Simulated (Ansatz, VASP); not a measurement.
## ZnCu4 in VASP and in Ansatz

```
Zn Cu
1.0
     2.56651    0.00000    0.00000
    -1.28326    2.22267    0.00000
     0.00000    0.00000   24.38220
Zn Cu
1 4
Direct
  0.83333 0.16667 0.32895
  0.16667 0.83333 0.41419
  0.50000 0.50000 0.50000
  0.83333 0.16667 0.58581
  0.16667 0.83333 0.67105
```

Alike in both runs: task single point; functional PBE; k mesh 15 × 15 × 1; occupations fermi-dirac, width 0.1 eV; no spin polarisation.

|  | VASP | Ansatz |
| --- | --- | --- |
| version | VASP 6.6.1 | Ansatz 0.2.0 |
| potentials or method | VASP PAW PBE potentials, release 64 (Zn, Cu) | PAW with Ansatz's default frozen-core files, scalar-relativistic |
| plane-wave cutoff (eV) | 520 | 420 |
| valence electrons in the cell | 56 | 88 |

|  | VASP | Ansatz | Ansatz less VASP |
| --- | --- | --- | --- |
| rms of the force components (eV/Å) | 0.226 | 0.219 | -0.0071 |

Atom by atom the forces differ by 0.009 eV/Å (rms over components). The functional is the same, so the differences come from potentials, cutoffs and numerics. VASP's potentials hold 56 valence electrons a cell and Ansatz's 88, so a difference there can come from the potentials and not from the codes.
